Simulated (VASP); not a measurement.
Here is a VASP 6.6.1 calculation.

INCAR

```
SYSTEM = AlAs
ALGO = Normal
EDIFF = 1E-6
ENCUT = 500
GGA = PS
GGA_COMPAT = .False.
ISIF = 2
ISMEAR = 0
LASPH = .True.
LCHARG = .True.
LELF = .True.
LREAL = .False.
LVHAR = .True.
LWAVE = .False.
NBANDS = 11
NELM = 120
PREC = Accurate
SIGMA = 0.02
```

The input KPOINTS:

```
k-points
0
Gamma
  12 12 12
  0 0 0
```

POSCAR

```
AlAs
1.0
    0.0000000000      2.8304000000      2.8304000000
    2.8304000000      0.0000000000      2.8304000000
    2.8304000000      2.8304000000      0.0000000000
As Al
1 1
Direct
    0.7500000000      0.7500000000      0.7500000000
    0.0000000000      0.0000000000      0.0000000000
```

Potentials or basis: VASP PAW PBE potentials, release 64 (As, Al).

Command:

```console
$ cat potpaw_PBE.64/As/POTCAR potpaw_PBE.64/Al/POTCAR > POTCAR
$ mpirun -np 1 vasp_std > vasp.out
```

(1) Predict the pressure.

(2) Predict the band gap on the k mesh.

Answers

(1) 0.8 GPa.

(2) 1.32 eV, indirect (least direct gap 1.98 eV).

Caveat: the PAW data sets were made with another functional, which shifts forces and pressure a little.
